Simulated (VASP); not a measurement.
# Si (P6/mmm) in VASP: further runs, part 2 of 2

VASP 6.6.1.

## 6. Single point, LDA (strain +0.050 along x and y, -0.025 along z)

The input, INCAR:

```
SYSTEM = Si
ALGO = Normal ; EDIFF = 1E-6
ENCUT = 520 ; ISIF = 2
ISMEAR = 0 ; LASPH = .True.
LCHARG = .True. ; LELF = .True.
LREAL = .False. ; LVHAR = .True.
LWAVE = .False. ; NBANDS = 8
NELM = 100 ; PREC = Accurate
SIGMA = 0.15
```

The input, KPOINTS:

```
k-points
0
Gamma
  24 24 24
  0 0 0
```

The input, POSCAR:

```
Si
1.0
    2.7389159986      0.0000000000      0.0000000000
   -1.3694579993      2.3719708336      0.0000000000
    0.0000000000      0.0000000000      2.4089921758
Si
1
Direct
    0.0000000000      0.0000000000      0.0000000000
```

Potentials or basis: VASP PAW LDA potentials, release 64 (Si).

Command:

```console
$ cat potpaw_LDA.64/Si/POTCAR > POTCAR
$ mpirun -np 1 vasp_std > vasp.out
```

OUTCAR:

```text
SYSTEM = Si
   EDIFF = 1E-6
   ENCUT = 520
   ISIF = 2
   ISMEAR = 0
   LASPH = .True.
   LREAL = .False.
   NELM = 100
   PREC = Accurate

 ion  position               nearest neighbor table
   1  0.000  0.000  0.000-

  LATTYP: Found a hexagonal cell.
 ALAT       =     2.7389159986
 C/A-ratio  =     0.8795421901

  Lattice vectors:

 A1 = (   2.7389159986,   0.0000000000,   0.0000000000)
 A2 = (  -1.3694579993,   2.3719708336,   0.0000000000)
 A3 = (   0.0000000000,   0.0000000000,   2.4089921758)

Analysis of symmetry for initial positions (statically):
=====================================================================
 Subroutine PRICEL returns:
 Original cell was already a primitive cell.

 Routine SETGRP: Setting up the symmetry group for a
 hexagonal supercell.

 Subroutine GETGRP returns: Found 24 space group operations
 (whereof 24 operations were pure point group operations)
 out of a pool of 24 trial point group operations.

The static configuration has the point symmetry D_6h.

Analysis of symmetry for dynamics (positions and initial velocities):
[... 154 lines left out ...]

  energy without entropy =       -5.68714522  energy(sigma->0) =       -5.68930148

 E-fermi :   8.8317     XC(G=0): -10.8888

 val. band max:        8.8210167743   @ k =   0.0417   0.0417   0.2500
 cond. band min:       8.8434308751   @ k =   0.2500   0.2500   0.2917
 fundamental gap:      0.0224141008
 Fermi energy:         8.8317499500

 k-point     1 :       0.0000    0.0000    0.0000
  band No.  band energies     occupation
      1      -4.6934      2.00000
      2      16.7783      0.00000
      3      17.1824      0.00000
      4      17.1824      0.00000
      5      18.3888      0.00000
      6      20.1586      0.00000
      7      20.1586      0.00000
      8      25.3612      0.00000
[... 243 lines left out ...]
 k-point    24 :       0.4583    0.0417    0.0000
  band No.  band energies     occupation
      1       0.7509      2.00000
      2       2.5968      2.00000
      3      12.1135      0.00000
      4      15.5612      0.00000
      5      22.3089      0.00000
      6      25.2391      0.00000
      7      25.4657      0.00000
      8      29.1094      0.00000

 [... further k-points ...]
[... 5 lines left out ...]
  --------------------------------------------------------------------------------------
  -------------------------------------------------------------------------------------
  Total       -0.9518949     -0.9518949      0.2019108      0.0000000     -0.0000000      0.0000000
  in kB      -97.4487206    -97.4487206     20.6702982      0.0000000     -0.0000000      0.0000000
  external PRESSURE =     -58.0757143 kB  Pullay stress =       0.0000000 kB

 VOLUME and BASIS-vectors are now :
 -----------------------------------------------------------------------------
  energy-cutoff  :      520.00
  volume of cell :       15.65
      direct lattice vectors                 reciprocal lattice vectors
     2.738915999  0.000000000  0.000000000     0.365107948  0.210795172  0.000000000
    -1.369457999  2.371970834  0.000000000     0.000000000  0.421590344  0.000000000
     0.000000000  0.000000000  2.408992176     0.000000000  0.000000000  0.415111352

 POSITION                                       TOTAL-FORCE (eV/Angst)
 -----------------------------------------------------------------------------------
      0.00000      0.00000      0.00000        -0.000000      0.000000      0.000000
 -----------------------------------------------------------------------------------
    total drift:                               -0.000000     -0.000000      0.000000

  FREE ENERGIE OF THE ION-ELECTRON SYSTEM (eV)
  ---------------------------------------------------
  free  energy   TOTEN  =        -5.6914577411 eV

  energy  without entropy=       -5.6871452208  energy(sigma->0) =       -5.68930148
```

OSZICAR:

```text
N       E                     dE             d eps       ncg     rms          rms(c)
DAV:   1    -0.297982480839E+01   -0.29798E+01   -0.17501E+03 13584   0.376E+02
DAV:   2    -0.569598897023E+01   -0.27162E+01   -0.26028E+01 18360   0.306E+01
DAV:   3    -0.571522992482E+01   -0.19241E-01   -0.19227E-01 14800   0.272E+00
DAV:   4    -0.571525560426E+01   -0.25679E-04   -0.25680E-04 20624   0.107E-01
DAV:   5    -0.571525561628E+01   -0.12021E-07   -0.11765E-07 15000   0.130E-03    0.287E+00
DAV:   6    -0.569926122364E+01    0.15994E-01   -0.83097E-03 16568   0.376E-01    0.164E+00
DAV:   7    -0.569153973742E+01    0.77215E-02   -0.14891E-02 16304   0.523E-01    0.133E-01
DAV:   8    -0.569146540688E+01    0.74331E-04   -0.77827E-04 14792   0.166E-01    0.350E-02
DAV:   9    -0.569145787854E+01    0.75283E-05   -0.29277E-05 17096   0.329E-02    0.258E-02
DAV:  10    -0.569145774110E+01    0.13745E-06   -0.13462E-06 13928   0.769E-03
   1 F= -.56914577E+01 E0= -.56893015E+01  d E =-.431252E-02
```

stdout:

```text
POSCAR found type information on POSCAR Si
 POSCAR found :  1 types and       1 ions
 scaLAPACK will be used
 LDA part: xc-table for (Slater(with rela. corr.)+CA(PZ))
 , standard interpolation
 POSCAR, INCAR and KPOINTS ok, starting setup
 FFT: planning ... GRIDC
 FFT: planning ... GRID_SOFT
 FFT: planning ... GRID
 WAVECAR not read
 entering main loop
```

It took 24 s on 1 thread of Intel Xeon 6975P-C (Granite Rapids), shared host; peak memory 0.18 GiB.

Results:

* Free energy: -5.6915 eV
* Pressure: -5.8 GPa
* Band gap on the k mesh: zero (band 2 reaches 16.78 eV, above the bottom of band 3 at 4.44 eV)

Stress tensor (GPa, compression positive):
```
-9.74  0.00  0.00
 0.00 -9.74  0.00
 0.00  0.00  2.07
```

Levels at points of the mesh, in eV from the Fermi level:
```tsv
k point	band 1	band 2	band 3	band 4	band 5	band 6
(0.00, 0.00, 0.00)	-13.53	7.95	8.35	8.35	9.56	11.33
(0.50, 0.00, 0.00)	-7.96	-6.43	4.00	5.95	13.51	16.46
(0.00, 0.00, 0.50)	-8.11	-6.68	12.27	12.27	14.57	14.57
(0.50, 0.00, 0.50)	-2.43	-2.09	-1.70	1.79	8.05	11.40
```

Caveat: the cell differs from its parent crystal (strain +0.050 along x and y, -0.025 along z).

## 7. The runs side by side

| cell | gap on the mesh (eV) | pressure (GPa) |
| --- | --- | --- |
| a = 2.674, b = 2.674, c = 2.409 Å, angles 90.0, 90.0, 120.0°, 1 atom | none | -1.8 |
| a = 2.608, b = 2.608, c = 2.594 Å, angles 90.0, 90.0, 120.0°, 1 atom | none | -4.9 |
| a = 2.739, b = 2.739, c = 2.347 Å, angles 90.0, 90.0, 120.0°, 1 atom | none | -2.4 |
| a = 2.674, b = 2.674, c = 2.471 Å, angles 90.0, 90.0, 120.0°, 1 atom | none | -4.8 |
| a = 2.739, b = 2.739, c = 2.409 Å, angles 90.0, 90.0, 120.0°, 1 atom | none | -5.8 |

Alike in all rows: task single point; level LDA; potentials or basis VASP PAW LDA potentials, release 64 (Si); no spin polarisation; k mesh 24 × 24 × 24; cutoff (eV) 520; smearing gaussian 0.15 eV.

Absolute energies hang on the potentials; compare differences alone.
